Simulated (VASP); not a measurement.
# As (R-3m) in VASP: further runs

The runs below take As through single point, relaxation of cell and atoms, with PBEsol.

All numbers are computed with VASP 6.6.1; they aren't measurements. Logs are shortened: lines on timing, memory, paths and dates and some standing lists are left out, and cuts for length are marked.

## (1) The cell of the first run

The structure is trigonal, space group R-3m (No. 166). Conventional cell: a = 3.781 Å, b = 3.781 Å, c = 10.101 Å, α = 90.00°, β = 90.00°, γ = 120.00°. As (site symmetry 3m) has 6 As at 2.53 to 3.02 Å within 3.3 Å.

## (2) Single point, PBEsol

Input file INCAR:

```
SYSTEM = As
  ALGO = Normal
  EDIFF = 1E-6
  ENCUT = 520
  GGA = PS
  ISIF = 2
  ISMEAR = 0
  LASPH = .True.
  LCHARG = .True.
  LELF = .True.
  LREAL = .False.
  LVHAR = .True.
  LWAVE = .False.
  NBANDS = 12
  NELM = 80
  PREC = Accurate
  SIGMA = 0.05
```

Input file KPOINTS:

```
k-points
0
Gamma
  14 14 14
  0 0 0
```

Input file POSCAR:

```
As
1.0
    1.8905716712      1.0915220633      3.3671202229
   -1.8905716712      1.0915220633      3.3671202229
    0.0000000000     -2.1830441266      3.3671202229
As
2
Direct
    0.2302001869      0.2302001869      0.2302001869
    0.7697998131      0.7697998131      0.7697998131
```

Potentials or basis: VASP PAW PBE potentials, release 64 (As).

Started as:

```bash
cat potpaw_PBE.64/As/POTCAR > POTCAR
mpirun -np 1 vasp_std > vasp.out
```

OUTCAR:

```text
SYSTEM = As
   EDIFF = 1E-6
   ENCUT = 520
   GGA = PS
   ISIF = 2
   ISMEAR = 0
   LASPH = .True.
   LREAL = .False.
   NELM = 80
   PREC = Accurate

 ion  position               nearest neighbor table
   1  0.230  0.230  0.230-   2 2.53   2 2.53   2 2.53
   2  0.770  0.770  0.770-   1 2.53   1 2.53   1 2.53

  LATTYP: Found a trigonal (rhomboedric) cell.
 ALAT       =     4.0128768052
 COS(alpha) =     0.5560800801

  Lattice vectors:

 A1 = (   1.8905716712,   1.0915220633,   3.3671202229)
 A2 = (  -1.8905716712,   1.0915220633,   3.3671202229)
 A3 = (   0.0000000000,  -2.1830441266,   3.3671202229)

Analysis of symmetry for initial positions (statically):
=====================================================================
 Subroutine PRICEL returns:
 Original cell was already a primitive cell.

 Routine SETGRP: Setting up the symmetry group for a
 trigonal (rhombohedral) supercell.

 Subroutine GETGRP returns: Found 12 space group operations
 (whereof 12 operations were pure point group operations)
 out of a pool of 12 trial point group operations.

The static configuration has the point symmetry D_3d.

Analysis of symmetry for dynamics (positions and initial velocities):
=====================================================================
 Subroutine PRICEL returns:
 Original cell was already a primitive cell.

 Routine SETGRP: Setting up the symmetry group for a
 trigonal (rhombohedral) supercell.

 Subroutine GETGRP returns: Found 12 space group operations
 (whereof 12 operations were pure point group operations)
 out of a pool of 12 trial point group operations.

The dynamic configuration has the point symmetry D_3d.

 Subroutine INISYM returns: Found 12 space group operations
 (whereof 12 operations are pure point group operations),
 and found     1 'primitive' translations

----------------------------------------------------------------------------------------

                                     Primitive cell

  volume of cell :      41.6903

  direct lattice vectors                    reciprocal lattice vectors
     1.890571671  1.091522063  3.367120223     0.264470270  0.152691981  0.098996564
    -1.890571671  1.091522063  3.367120223    -0.264470270  0.152691981  0.098996564
     0.000000000 -2.183044127  3.367120223     0.000000000 -0.305383963  0.098996564

  length of vectors
     4.012876805  4.012876805  4.012876805     0.321029102  0.321029102  0.321029102

  position of ions in fractional coordinates (direct lattice)
     0.230200187  0.230200187  0.230200187
     0.769799813  0.769799813  0.769799813

  ion indices of the primitive-cell ions
   primitive index   ion index
                 1           1
                 2           2

----------------------------------------------------------------------------------------

 KPOINTS: k-points

Automatic generation of k-mesh.
 Grid dimensions read from file:
 generate k-points for:   14   14   14

 Generating k-lattice:

  Cartesian coordinates                     Fractional coordinates (reciprocal lattice)
     0.018890734  0.010906570  0.007071183     0.071428571  0.000000000  0.000000000
    -0.018890734  0.010906570  0.007071183     0.000000000  0.071428571  0.000000000
     0.000000000 -0.021813140  0.007071183     0.000000000  0.000000000  0.071428571

  Length of vectors
     0.022930650  0.022930650  0.022930650

  Shift w.r.t. Gamma in fractional coordinates (k-lattice)
     0.000000000  0.000000000  0.000000000

 Subroutine IBZKPT returns following result:
 ===========================================

 Found    288 irreducible k-points:

 Following reciprocal coordinates:
            Coordinates               Weight
  0.000000  0.000000  0.000000      1.000000
  0.071429  0.000000 -0.000000      6.000000
  0.142857 -0.000000  0.000000      6.000000
  0.214286 -0.000000 -0.000000      6.000000
  0.285714 -0.000000 -0.000000      6.000000
  0.357143 -0.000000 -0.000000      6.000000
[... 16 lines left out ...]
  0.214286  0.142857 -0.000000     12.000000
  0.285714  0.142857  0.000000     12.000000
 [... further k-points ...]
   k-points           NKPTS =    288   k-points in BZ     NKDIM =    288   number of bands    NBANDS=     12
   number of dos      NEDOS =    301   number of ions     NIONS =      2
   total plane-waves  NPLWV =  27000
   dimension x,y,z NGX =    30 NGY =   30 NGZ =   30
   dimension x,y,z NGXF=    60 NGYF=   60 NGZF=   60
   ions per type =               2
   NGX,Y,Z   is equivalent  to a cutoff of  12.43, 12.43, 12.43 a.u.
   NGXF,Y,Z  is equivalent  to a cutoff of  24.86, 24.86, 24.86 a.u.
 SYSTEM =  As
   PREC   = accura    normal or accurate (medium, high low for compatibility)
   ISTART =      0    job   : 0-new  1-cont  2-samecut
   ICHARG =      2    charge: 1-file 2-atom 10-const
   ISPIN  =      1    spin polarized calculation?
   LNONCOLLINEAR =      F non collinear calculations
   LSORBIT =      F    spin-orbit coupling
   LASPH  =      T    aspherical Exc in radial PAW
   ENCUT  =  520.0 eV  38.22 Ry    6.18 a.u.   7.46  7.46  7.46*2*pi/ulx,y,z
   NELM   =     80;   NELMIN=  2; NELMDL= -5     # of ELM steps
   EDIFF  = 0.1E-05   stopping-criterion for ELM
   LREAL  =      F    real-space projection
   EDIFFG = 0.1E-04   stopping-criterion for IOM
   NSW    =      0    number of steps for IOM
   IBRION =     -1    ionic relax: 0-MD 1-quasi-New 2-CG
   NFREE  =      0    steps in history (QN), initial steepest desc. (CG)
   ISIF   =      2    stress and relaxation
   ISYM   =      2    0-nonsym 1-usesym 2-fastsym
   POTIM  = 0.5000    time-step for ionic-motion
   TEBEG  =    0.0;   TEEND  =   0.0 temperature during run
   PSTRESS=    0.0 pullay stress
   NELECT =      10.0000    total number of electrons
   NUPDOWN=      -1.0000    fix difference up-down
   EMIN   =  10.00;   EMAX   =-10.00  energy-range for DOS
   EFERMI =   0.00;   METHOD = LEGACY
   ISMEAR =     0;   SIGMA  =   0.05  broadening in eV -4-tet -1-fermi 0-gaus
   EFERMI_NEDOS =   21; number of points for ismear=-14 and -15
   IALGO  =     38    algorithm
   IMIX   =      4    mixing-type and parameters
     AMIX     =   0.40;   BMIX     =  1.00
     AMIX_MAG =   1.60;   BMIX_MAG =  1.00
  volume/ion in A,a.u.               =      20.85       140.67
  Fermi-wavevector in a.u.,A,eV,Ry     =   1.017177  1.922185 14.077241  1.034648
  Thomas-Fermi vector in A             =   2.150562
   LORBIT       =      0    0 simple, 1 ext, 2 COOP (PROOUT), +10 PAW based schemes
   GGA     = PS    functional components
   LHFCALC =     F    Hartree Fock is set to
   AEXX    =    0.0000 exact exchange contribution
   IVDW    =     0    specifies the selected vdW correction
   LEPSILON=     F    determine dielectric tensor
   LRPA    =     F    only Hartree local field effects (RPA)
 non-spin polarized calculation
 Gauss-broadening in eV      SIGMA  =   0.05
  energy-cutoff  :      520.00
  volume of cell :       41.69
 maximum number of plane-waves:      1135
 NGX is ok and might be reduce to    30
   NGX = 15   NGY = 15   NGZ = 15

 number of electron      10.0000000 magnetization

 Free energy of the ion-electron system (eV)
  ---------------------------------------------------
  ext. energy  EPLUGINS =         0.00000000
  ---------------------------------------------------
  free energy    TOTEN  =       -10.21594506 eV

  energy without entropy =      -10.21582853  energy(sigma->0) =      -10.21588680

 E-fermi :   5.7277     XC(G=0): -10.2733

 val. band max:        5.5837504084   @ k =   0.4286   0.0714   0.0714
 cond. band min:       5.7480577916   @ k =   0.4286  -0.0000  -0.0000
 fundamental gap:      0.1643073832
 Fermi energy:         5.7277405745

 k-point     1 :       0.0000    0.0000    0.0000
  band No.  band energies     occupation
      1      -9.5210      2.00000
      2       0.0907      2.00000
      3       3.2558      2.00000
      4       3.5678      2.00000
      5       3.5678      2.00000
      6       7.7204      0.00000
      7       8.7636      0.00000
      8       8.7636      0.00000
      9      12.0931      0.00000
     10      12.0931      0.00000
     11      12.5049      0.00000
     12      14.1621      0.00000

 k-point     2 :       0.0714    0.0000   -0.0000
  band No.  band energies     occupation
      1      -9.4517      2.00000
      2      -0.2096      2.00000
      3       3.2820      2.00000
      4       3.5322      2.00000
      5       3.6254      2.00000
      6       7.7875      0.00000
      7       8.5972      0.00000
      8       8.6523      0.00000
      9      11.6906      0.00000
     10      12.0251      0.00000
     11      12.1783      0.00000
     12      14.6600      0.00000

 k-point     3 :       0.1429   -0.0000    0.0000
  band No.  band energies     occupation
      1      -9.2443      2.00000
      2      -0.9666      2.00000
      3       3.2370      2.00000
      4       3.4392      2.00000
      5       3.8542      2.00000
      6       7.7443      0.00000
      7       8.2220      0.00000
      8       8.3116      0.00000
      9      11.2279      0.00000
     10      11.9461      0.00000
     11      12.1659      0.00000
     12      15.8001      0.00000
[... 286 lines left out ...]
 k-point    23 :       0.2143    0.1429   -0.0000
  band No.  band energies     occupation
      1      -8.9373      2.00000
      2      -1.6097      2.00000
      3       2.2956      2.00000
      4       2.7618      2.00000
      5       4.7839      2.00000
      6       6.7298      0.00000
      7       8.2388      0.00000
      8       9.2793      0.00000
      9      10.8699      0.00000
     10      12.9140      0.00000
     11      13.5827      0.00000
     12      15.1918      0.00000

 k-point    24 :       0.2857    0.1429    0.0000
  band No.  band energies     occupation
      1      -8.5667      2.00000
      2      -2.4098      2.00000
      3       2.0874      2.00000
      4       2.5463      2.00000
      5       4.3854      2.00000
      6       6.9974      0.00000
      7       8.4014      0.00000
      8       8.9145      0.00000
      9      10.5275      0.00000
     10      13.6425      0.00000
     11      14.2602      0.00000
     12      16.3009      0.00000

 [... further k-points ...]

------------------------ aborting loop because EDIFF is reached ----------------------------------------

  FORCE on cell =-STRESS in cart. coord.  units (eV):
  Direction    XX          YY          ZZ          XY          YZ          ZX
  --------------------------------------------------------------------------------------
  -------------------------------------------------------------------------------------
  Total        0.1195427      0.1195427      0.0834365      0.0000000      0.0000000      0.0000000
  in kB        4.5940743      4.5940743      3.2064975      0.0000000      0.0000000      0.0000000
  external PRESSURE =       4.1315487 kB  Pullay stress =       0.0000000 kB

 VOLUME and BASIS-vectors are now :
 -----------------------------------------------------------------------------
  energy-cutoff  :      520.00
  volume of cell :       41.69
      direct lattice vectors                 reciprocal lattice vectors
     1.890571671  1.091522063  3.367120223     0.264470270  0.152691981  0.098996564
    -1.890571671  1.091522063  3.367120223    -0.264470270  0.152691981  0.098996564
     0.000000000 -2.183044127  3.367120223     0.000000000 -0.305383963  0.098996564

 POSITION                                       TOTAL-FORCE (eV/Angst)
 -----------------------------------------------------------------------------------
      0.00000      0.00000      2.32534         0.000000     -0.000000      0.058157
      0.00000      0.00000      7.77603         0.000000      0.000000     -0.058157
 -----------------------------------------------------------------------------------
    total drift:                                0.000000      0.000000      0.000000

  FREE ENERGIE OF THE ION-ELECTRON SYSTEM (eV)
  ---------------------------------------------------
  free  energy   TOTEN  =       -10.2159450644 eV

  energy  without entropy=      -10.2158285332  energy(sigma->0) =      -10.21588680
```

Run time: 1.9 min. Hardware: 1 thread of Intel Xeon 6975P-C, shared host; peak memory 0.26 GiB.

Results:

```
Free energy            : -10.2159 eV
Pressure               : 0.4 GPa
Largest force          : 0.058 eV/Å
Band gap on the k mesh : zero (band 5 reaches 5.78 eV, above the bottom of band 6 at 5.36 eV)
```

Forces in eV/Å, atoms in the order of the input:
```
As   0.000  0.000  0.058
As   0.000  0.000 -0.058
```

Stress tensor (GPa, compression positive):
```
0.46 0.00 0.00
0.00 0.46 0.00
0.00 0.00 0.32
```

Caveat: the PAW data sets were made with another functional, which shifts forces and pressure a little.

## (3) Relaxation of cell and atoms, PBEsol

This run uses another cell than the first one, of 21.33 Å³/atom, 1.023 times its volume.

Input file INCAR:

```
ALGO = Normal
EDIFF = 1E-6
EDIFFG = -0.01
ENCUT = 600
GGA = PS
IBRION = 2
ISIF = 3
ISMEAR = 0
LASPH = T
LCHARG = F
LREAL = F
LWAVE = F
NELM = 100
NSW = 80
PREC = Accurate
SIGMA = 0.05
```

Input file KPOINTS:

```
k-points
0
Gamma
  14 14 14
```

Input file POSCAR:

```
As
1.0
    1.8797500000      1.0852741685      3.4857666667
   -1.8797500000      1.0852741685      3.4857666667
    0.0000000000     -2.1705483370      3.4857666667
As
2
Direct
    0.2275400000      0.2275400000      0.2275400000
    0.7724600000      0.7724600000      0.7724600000
```

Potentials or basis: VASP PAW PBE potentials, release 64 (As).

Started as:

```bash
cat potpaw_PBE.64/As/POTCAR > POTCAR
mpirun -np 1 vasp_std > vasp.out
```

Run time: 9.9 min. Hardware: 1 thread of Intel Xeon 6975P-C, shared host; peak memory 0.3 GiB.

Results (log left out):

```
Free energy                            : -10.2164 eV
Relaxed volume                         : 20.91 Å³/atom
Relaxed cell                           : a = 4.013 Å, b = 4.013 Å, c = 4.013 Å, α = 56.33°, β = 56.33°, γ = 56.33°
Space group after relaxing (to 0.05 Å) : R-3m (No. 166)
Energy gained by relaxing              : 5.7 meV/atom
Ionic steps                            : 8
Pressure after relaxing                : -0.1 GPa
Largest force after relaxing           : 0.009 eV/Å
Band gap on the k mesh                 : zero (band 5 reaches 5.73 eV, above the bottom of band 6 at 5.31 eV)
```

Forces in eV/Å, atoms in the order of the input:
```
As   0.000  0.000 -0.009
As   0.000  0.000  0.009
```

Step by step:
```
step  energy change (eV)  largest force (eV/Å)  pressure (GPa)  volume (Å³)
   1              0.0000                0.2386            0.52        42.67
   2             -0.0039                0.0076           -0.98        43.09
   3             -0.0039                0.0308           -0.83        43.05
   4             -0.0079                0.0126           -0.54        42.60
   5             -0.0112                0.0146            0.04        41.83
   6             -0.0112                0.0180            0.13        41.73
   7             -0.0112                0.0173            0.11        41.76
   8             -0.0113                0.0095           -0.07        41.83
```

Final structure:
```
As
1.0
     1.89437    1.09372    3.36473
    -1.89437    1.09372    3.36473
     0.00000   -2.18743    3.36473
As
2
Direct
  0.23056 0.23056 0.23056
  0.76944 0.76944 0.76944
```

Levels at points of the mesh, in eV from the Fermi level:
```csv
k point,band 1,band 2,band 3,band 4,band 5,band 6,band 7,band 8,band 9
"(0.00, 0.00, 0.00)",-15.20,-5.65,-2.45,-2.14,-2.14,2.04,3.05,3.05,6.35
"(0.50, 0.00, 0.00)",-12.35,-11.36,-2.63,-2.45,-0.42,-0.37,0.15,0.79,9.27
"(0.50, 0.50, 0.00)",-12.31,-9.59,-6.43,-4.44,-4.36,1.47,5.63,6.60,7.62
"(0.50, 0.50, 0.50)",-13.50,-10.46,-1.78,-1.78,-0.77,0.27,0.27,1.46,8.34
```

Caveat: the PAW data sets were made with another functional, which shifts forces and pressure a little.
